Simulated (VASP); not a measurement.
# BPd4 (P1) in VASP: notebook

The runs below take BPd4 through single point, with LDA.

All numbers are computed with VASP 6.6.1; they aren't measurements. Logs are shortened: lines on timing, memory, paths and dates and some standing lists are left out, and cuts for length are marked.

## Step 1: The cell of the first run

The typed cell holds 5 atoms: a = 2.892 Å, b = 4.365 Å, c = 5.856 Å, α = 90.00°, β = 90.00°, γ = 90.00°.

## Step 2: Single point, LDA

The input, INCAR:

```
  ALGO = Fast
  EDIFF = 1E-7
  ENCUT = 520
  ISIF = 2
  ISMEAR = 1
  LASPH = True
  LCHARG = True
  LELF = True
  LREAL = False
  LVHAR = True
  LWAVE = False
  NBANDS = 30
  NELM = 80
  PREC = Accurate
  SIGMA = 0.05
```

The input, KPOINTS:

```
k-points
0
Gamma
  8 6 4
```

The input, POSCAR:

```
BPd4
1.0
    2.8920299704      0.0000000000      0.0000000000
    0.0000000000      4.3650077954      0.0000000000
    0.0000000000      0.0000000000      5.8563150000
Pd B
4 1
Direct
    0.4997860000     -0.0013280000      0.1979700000
    0.0072420000     -0.0162850000      0.6056660000
    0.0008850000      0.5186000000      0.3229410000
    0.5020220000      0.5034260000      0.8645260000
    0.4972590000     -0.0053940000      0.8653290000
```

Potentials or basis: VASP PAW LDA potentials, release 64 (Pd, B).

On the command line:

```sh
cat potpaw_LDA.64/Pd/POTCAR potpaw_LDA.64/B/POTCAR > POTCAR
mpirun -np 1 vasp_std > vasp.out
```

OUTCAR:

```text
EDIFF = 1E-7
   ENCUT = 520
   ISIF = 2
   ISMEAR = 1
   LASPH = True
   LREAL = False
   NELM = 80
   PREC = Accurate

 ion  position               nearest neighbor table
   1  0.500  0.999  0.198-   5 1.95   3 2.65   3 2.65   2 2.78   3 2.79   3 2.79   2 2.80   4 2.91
                             4 2.94
   2  0.007  0.984  0.606-   5 2.08   5 2.12   3 2.62   1 2.78   1 2.80   3 2.86   4 2.96   4 2.97
                             4 3.08   4 3.10
   3  0.001  0.519  0.323-   2 2.62   1 2.65   1 2.65   1 2.79   1 2.79   2 2.86   4 3.05   4 3.05

   4  0.502  0.503  0.865-   5 2.14   5 2.22   1 2.91   1 2.94   2 2.96   2 2.97   3 3.05   3 3.05
                             2 3.08   2 3.10
   5  0.497  0.995  0.865-   1 1.95   2 2.08   2 2.12   4 2.14   4 2.22

  LATTYP: Found a simple orthorhombic cell.
 ALAT       =     2.8920299704
 B/A-ratio  =     1.5093231537
 C/A-ratio  =     2.0249842014

  Lattice vectors:

 A1 = (   2.8920299704,   0.0000000000,   0.0000000000)
 A2 = (   0.0000000000,   4.3650077954,   0.0000000000)
 A3 = (   0.0000000000,   0.0000000000,   5.8563150000)

Analysis of symmetry for initial positions (statically):
=====================================================================
 Subroutine PRICEL returns:
 Original cell was already a primitive cell.

 Routine SETGRP: Setting up the symmetry group for a
 simple orthorhombic supercell.

 Subroutine GETGRP returns: Found  1 space group operations
 (whereof  1 operations were pure point group operations)
 out of a pool of  8 trial point group operations.

The static configuration has the point symmetry C_1 .

Analysis of symmetry for dynamics (positions and initial velocities):
=====================================================================
 Subroutine PRICEL returns:
 Original cell was already a primitive cell.

 Routine SETGRP: Setting up the symmetry group for a
 simple orthorhombic supercell.

 Subroutine GETGRP returns: Found  1 space group operations
 (whereof  1 operations were pure point group operations)
 out of a pool of  8 trial point group operations.

The dynamic configuration has the point symmetry C_1 .

 Subroutine INISYM returns: Found  1 space group operations
 (whereof  1 operations are pure point group operations),
 and found     1 'primitive' translations

----------------------------------------------------------------------------------------

                                     Primitive cell

  volume of cell :      73.9286

  direct lattice vectors                    reciprocal lattice vectors
     2.892029970  0.000000000  0.000000000     0.345777883  0.000000000  0.000000000
     0.000000000  4.365007795  0.000000000     0.000000000  0.229094665  0.000000000
     0.000000000  0.000000000  5.856315000     0.000000000  0.000000000  0.170755842

  length of vectors
     2.892029970  4.365007795  5.856315000     0.345777883  0.229094665  0.170755842

  position of ions in fractional coordinates (direct lattice)
     0.499786000  0.998672000  0.197970000
     0.007242000  0.983715000  0.605666000
     0.000885000  0.518600000  0.322941000
     0.502022000  0.503426000  0.864526000
     0.497259000  0.994606000  0.865329000

  ion indices of the primitive-cell ions
   primitive index   ion index
                 1           1
                 2           2
                 3           3
                 4           4
                 5           5

----------------------------------------------------------------------------------------

 KPOINTS: k-points

Automatic generation of k-mesh.
 Grid dimensions read from file:
 generate k-points for:    8    6    4

 Generating k-lattice:

  Cartesian coordinates                     Fractional coordinates (reciprocal lattice)
     0.043222235  0.000000000  0.000000000     0.125000000  0.000000000  0.000000000
     0.000000000  0.038182444  0.000000000     0.000000000  0.166666667  0.000000000
     0.000000000  0.000000000  0.042688961     0.000000000  0.000000000  0.250000000

  Length of vectors
     0.043222235  0.038182444  0.042688961

  Shift w.r.t. Gamma in fractional coordinates (k-lattice)
     0.000000000  0.000000000  0.000000000

 Subroutine IBZKPT returns following result:
 ===========================================

 Found    100 irreducible k-points:

 Following reciprocal coordinates:
            Coordinates               Weight
  0.000000  0.000000  0.000000      1.000000
  0.125000  0.000000  0.000000      2.000000
  0.250000  0.000000  0.000000      2.000000
  0.375000  0.000000  0.000000      2.000000
  0.500000  0.000000  0.000000      1.000000
  0.000000  0.166667  0.000000      2.000000
[... 16 lines left out ...]
  0.125000  0.500000  0.000000      2.000000
  0.250000  0.500000  0.000000      2.000000
 [... further k-points ...]
   k-points           NKPTS =    100   k-points in BZ     NKDIM =    100   number of bands    NBANDS=     30
   number of dos      NEDOS =    301   number of ions     NIONS =      5
   total plane-waves  NPLWV =  36864
   dimension x,y,z NGX =    24 NGY =   32 NGZ =   48
   dimension x,y,z NGXF=    48 NGYF=   64 NGZF=   96
   ions per type =               4   1
   NGX,Y,Z   is equivalent  to a cutoff of  13.80, 12.19, 13.63 a.u.
   NGXF,Y,Z  is equivalent  to a cutoff of  27.59, 24.38, 27.25 a.u.
 SYSTEM =  unknown system
   PREC   = accura    normal or accurate (medium, high low for compatibility)
   ISTART =      0    job   : 0-new  1-cont  2-samecut
   ICHARG =      2    charge: 1-file 2-atom 10-const
   ISPIN  =      1    spin polarized calculation?
   LNONCOLLINEAR =      F non collinear calculations
   LSORBIT =      F    spin-orbit coupling
   LASPH  =      T    aspherical Exc in radial PAW
   ENCUT  =  520.0 eV  38.22 Ry    6.18 a.u.   5.38  8.12 10.89*2*pi/ulx,y,z
   NELM   =     80;   NELMIN=  2; NELMDL= -5     # of ELM steps
   EDIFF  = 0.1E-06   stopping-criterion for ELM
   LREAL  =      F    real-space projection
   EDIFFG = 0.1E-05   stopping-criterion for IOM
   NSW    =      0    number of steps for IOM
   IBRION =     -1    ionic relax: 0-MD 1-quasi-New 2-CG
   NFREE  =      0    steps in history (QN), initial steepest desc. (CG)
   ISIF   =      2    stress and relaxation
   ISYM   =      2    0-nonsym 1-usesym 2-fastsym
   POTIM  = 0.5000    time-step for ionic-motion
   TEBEG  =    0.0;   TEEND  =   0.0 temperature during run
   PSTRESS=    0.0 pullay stress
   NELECT =      43.0000    total number of electrons
   NUPDOWN=      -1.0000    fix difference up-down
   EMIN   =  10.00;   EMAX   =-10.00  energy-range for DOS
   EFERMI =   0.00;   METHOD = LEGACY
   ISMEAR =     1;   SIGMA  =   0.05  broadening in eV -4-tet -1-fermi 0-gaus
   EFERMI_NEDOS =   21; number of points for ismear=-14 and -15
   IALGO  =     68    algorithm
   IMIX   =      4    mixing-type and parameters
     AMIX     =   0.40;   BMIX     =  1.00
     AMIX_MAG =   1.60;   BMIX_MAG =  1.00
  volume/ion in A,a.u.               =      14.79        99.78
  Fermi-wavevector in a.u.,A,eV,Ry     =   1.366554  2.582413 25.408482  1.867471
  Thomas-Fermi vector in A             =   2.492685
   LORBIT       =      0    0 simple, 1 ext, 2 COOP (PROOUT), +10 PAW based schemes
   GGA     = CA    functional components
   LHFCALC =     F    Hartree Fock is set to
   AEXX    =    0.0000 exact exchange contribution
   IVDW    =     0    specifies the selected vdW correction
   LEPSILON=     F    determine dielectric tensor
   LRPA    =     F    only Hartree local field effects (RPA)
 non-spin polarized calculation
 RMM-DIIS sequential band-by-band and
 Methfessel and Paxton  Order N= 1 SIGMA  =   0.05
  energy-cutoff  :      520.00
  volume of cell :       73.93
 maximum number of plane-waves:      2016
 NGX is ok and might be reduce to    24
   NGX = 11   NGY = 17   NGZ = 21

 number of electron      43.0000007 magnetization

 Free energy of the ion-electron system (eV)
  ---------------------------------------------------
  ext. energy  EPLUGINS =         0.00000000
  ---------------------------------------------------
  free energy    TOTEN  =       -32.87421704 eV

  energy without entropy =      -32.87394108  energy(sigma->0) =      -32.87412505

 E-fermi :   7.8300     XC(G=0): -12.6251

 val. band max:        7.8259175141   @ k =   0.5000   0.3333   0.2500
 cond. band min:       7.8322506701   @ k =   0.3750   0.0000   0.5000
 fundamental gap:      0.0063331559
 Fermi energy:         7.8300344915

 k-point     1 :       0.0000    0.0000    0.0000
  band No.  band energies     occupation
      1      -1.5204      2.00000
      2       2.3480      2.00000
      3       2.7153      2.00000
      4       3.2229      2.00000
      5       3.2667      2.00000
      6       3.8454      2.00000
[... 22 lines left out ...]
     29      16.5252      0.00000
     30      17.6430      0.00000

 k-point     2 :       0.1250    0.0000    0.0000
  band No.  band energies     occupation
      1      -1.3163      2.00000
      2       2.5357      2.00000
      3       2.9439      2.00000
      4       3.2724      2.00000
      5       3.3522      2.00000
      6       3.8786      2.00000
[... 22 lines left out ...]
     29      16.7049      0.00000
     30      17.9129      0.00000

 k-point     3 :       0.2500    0.0000    0.0000
  band No.  band energies     occupation
      1      -0.7874      2.00000
      2       2.6565      2.00000
      3       3.1596      2.00000
      4       3.3547      2.00000
      5       3.5496      2.00000
      6       4.0120      2.00000
[... 22 lines left out ...]
     29      17.1078      0.00000
     30      17.2709      0.00000

 k-point     4 :       0.3750    0.0000    0.0000
  band No.  band energies     occupation
      1      -0.1941      2.00000
      2       2.4858      2.00000
      3       3.1923      2.00000
      4       3.3723      2.00000
      5       3.5494      2.00000
      6       3.8054      2.00000
[... 616 lines left out ...]
     29      18.6296      0.00000
     30      19.8492      0.00000

 k-point    23 :       0.1250    0.5000    0.0000
  band No.  band energies     occupation
      1      -0.3636      2.00000
      2       2.0025      2.00000
      3       2.5961      2.00000
      4       3.5382      2.00000
      5       3.6321      2.00000
      6       3.8159      2.00000
[... 22 lines left out ...]
     29      18.8775      0.00000
     30      20.0979      0.00000

 k-point    24 :       0.2500    0.5000    0.0000
  band No.  band energies     occupation
      1       0.1539      2.00000
      2       2.2836      2.00000
      3       2.4770      2.00000
      4       3.5411      2.00000
      5       3.7077      2.00000
      6       3.9745      2.00000
[... 22 lines left out ...]
     29      18.5313      0.00000
     30      19.1304      0.00000

 [... further k-points ...]

------------------------ aborting loop because EDIFF is reached ----------------------------------------

  FORCE on cell =-STRESS in cart. coord.  units (eV):
  Direction    XX          YY          ZZ          XY          YZ          ZX
  --------------------------------------------------------------------------------------
  -------------------------------------------------------------------------------------
  Total       -6.5220958     -5.5125830     -5.7730368      0.0113223      0.1437295      0.1300906
  in kB     -141.3466490   -119.4685204   -125.1130669      0.2453774      3.1149002      2.8193195
  external PRESSURE =    -128.6427454 kB  Pullay stress =       0.0000000 kB

 VOLUME and BASIS-vectors are now :
 -----------------------------------------------------------------------------
  energy-cutoff  :      520.00
  volume of cell :       73.93
      direct lattice vectors                 reciprocal lattice vectors
     2.892029970  0.000000000  0.000000000     0.345777883  0.000000000  0.000000000
     0.000000000  4.365007795  0.000000000     0.000000000  0.229094665  0.000000000
     0.000000000  0.000000000  5.856315000     0.000000000  0.000000000  0.170755842

 POSITION                                       TOTAL-FORCE (eV/Angst)
 -----------------------------------------------------------------------------------
      1.44540      4.35921      1.15937         0.028090      0.667408     -0.390935
      0.02094      4.29392      3.54697        -0.090061      0.556641      1.145920
      0.00256      2.26369      1.89124        -0.020307     -1.067268     -0.222896
      1.45186      2.19746      5.06294         0.012416     -0.277267      0.152971
      1.43809      4.34146      5.06764         0.069862      0.120486     -0.685060
 -----------------------------------------------------------------------------------
    total drift:                                0.000058     -0.000072     -0.000076

  FREE ENERGIE OF THE ION-ELECTRON SYSTEM (eV)
  ---------------------------------------------------
  free  energy   TOTEN  =       -32.8742170363 eV

  energy  without entropy=      -32.8739410765  energy(sigma->0) =      -32.87412505
```

Wall time 6.5 min (1 thread of Oxide Virtual Turin-like, shared host); peak memory 0.25 GiB.

What came out:

```yaml
Free_energy: -32.8742 eV
Pressure: -12.9 GPa
Largest_force: 1.277 eV/Å
Band_gap_on_the_k_mesh: zero (an odd number of electrons rules out a gap without spin polarisation)
```

Forces on the atoms (eV/Å):
```
Pd   0.028  0.667 -0.391
Pd  -0.090  0.557  1.146
Pd  -0.020 -1.067 -0.223
Pd   0.012 -0.277  0.153
B    0.070  0.120 -0.685
```

Caveat: the cell stands under tension; forces of over 1 eV/Å act on the atoms, so gaps and moduli don't describe the material at rest.

## Step 3: Single point, LDA

The input, INCAR:

```
  ALGO = Fast
  EDIFF = 1E-6
  ENCUT = 520
  GGA = CA
  ISIF = 2
  ISMEAR = 1
  LASPH = T
  LCHARG = F
  LREAL = F
  LWAVE = F
  NBANDS = 30
  NELM = 60
  PREC = Accurate
  SIGMA = 0.05
```

The input, KPOINTS:

```
k-points
0
Gamma
  10 7 5
```

POSCAR is that of step 2.

Potentials or basis: VASP PAW LDA potentials, release 64 (Pd, B).

On the command line:

```sh
cat potpaw_LDA.64/Pd/POTCAR potpaw_LDA.64/B/POTCAR > POTCAR
mpirun -np 1 vasp_std > vasp.out
```

Wall time 10 min (1 thread of Oxide Virtual Turin-like, shared host); peak memory 0.35 GiB.

It converged, with:

```yaml
Free_energy: -32.8779 eV
Pressure: -12.8 GPa
Largest_force: 1.305 eV/Å
Band_gap_on_the_k_mesh: zero (an odd number of electrons rules out a gap without spin polarisation)
```

Forces on the atoms (eV/Å):
```
Pd   0.026  0.669 -0.364
Pd  -0.092  0.552  1.179
Pd  -0.019 -1.068 -0.255
Pd   0.013 -0.277  0.157
B    0.072  0.124 -0.717
```

Stress tensor (GPa, compression positive):
```
-14.17   0.01   0.27
  0.01 -11.89   0.33
  0.27   0.33 -12.29
```

Levels at points of the mesh, in eV from the Fermi level:
| k point | band 20 | band 21 | band 22 | band 23 | band 24 | band 25 |
| --- | --- | --- | --- | --- | --- | --- |
| (0.00, 0.00, 0.00) | -0.79 | -0.50 | -0.32 | 0.12 | 0.43 | 4.98 |
| (0.50, 0.00, 0.00) | -0.23 | 0.48 | 0.52 | 1.73 | 2.40 | 3.38 |

Caveat: the cell stands under tension; forces of over 1 eV/Å act on the atoms, so gaps and moduli don't describe the material at rest.

## Step 4: Single point, LDA

The input, INCAR:

```
PREC = Accurate
ENCUT = 520
EDIFF = 1E-6
ISMEAR = 1
SIGMA = 0.05
LREAL = False
LASPH = True
NELM = 60
ALGO = Fast
ISIF = 2
LWAVE = False
LCHARG = False
NBANDS = 30
```

The input, KPOINTS:

```
Automatic mesh
0
Gamma
  13 8 6
```

POSCAR is that of step 3.

On the command line:

```sh
cat potpaw_LDA.64/Pd/POTCAR potpaw_LDA.64/B/POTCAR > POTCAR
mpirun -np 1 vasp_std > vasp.out
```

It took 16 min on 1 thread of Oxide Virtual Turin-like, shared host; peak memory 0.56 GiB.

The run converged. Its results:

```yaml
Free_energy: -32.8808 eV
Pressure: -12.8 GPa
Largest_force: 1.291 eV/Å
Band_gap_on_the_k_mesh: zero (an odd number of electrons rules out a gap without spin polarisation)
```

Forces on the atoms (eV/Å):
```
Pd   0.027  0.665 -0.346
Pd  -0.095  0.559  1.160
Pd  -0.019 -1.060 -0.240
Pd   0.013 -0.283  0.148
B    0.073  0.119 -0.722
```

Stress tensor (GPa, compression positive):
```
-14.19   0.02   0.28
  0.02 -11.88   0.34
  0.28   0.34 -12.35
```

Levels at points of the mesh, in eV from the Fermi level:
```
           k point  band 19  band 20  band 21  band 22  band 23  band 24  band 25  band 26
(0.00, 0.00, 0.00)    -1.12    -0.79    -0.51    -0.32     0.11     0.43     4.98     5.30
(0.00, 0.50, 0.00)    -1.01    -0.90    -0.80    -0.69    -0.42     1.48     2.16     3.86
(0.00, 0.00, 0.50)    -1.21    -1.08    -0.76     0.10     1.56     1.70     4.41     5.00
(0.00, 0.50, 0.50)    -1.02    -0.82    -0.81    -0.40    -0.40    -0.06     3.09     6.35
```

Caveat: the cell stands under tension; forces of over 1 eV/Å act on the atoms, so gaps and moduli don't describe the material at rest.

## Step 5: Summary

```csv
k mesh,further INCAR settings,gap on the mesh (eV),pressure (GPa),largest force (eV/Å)
8 × 6 × 4,ALGO = Fast; EDIFF = 1e-07; NBANDS = 30,none,-12.9,1.28
10 × 7 × 5,ALGO = Fast; EDIFF = 1e-06; NBANDS = 30,none,-12.8,1.30
13 × 8 × 6,ALGO = Fast; EDIFF = 1e-06; NBANDS = 30,none,-12.8,1.29
```

Alike in all rows: task single point; level LDA; potentials or basis VASP PAW LDA potentials, release 64 (Pd, B); no spin polarisation; cell as given; cutoff (eV) 520; smearing methfessel-paxton 0.05 eV.

Caveats: the cell stands under tension; forces of over 1 eV/Å act on the atoms, so gaps and moduli don't describe the material at rest.

Absolute energies hang on the potentials; compare differences alone.
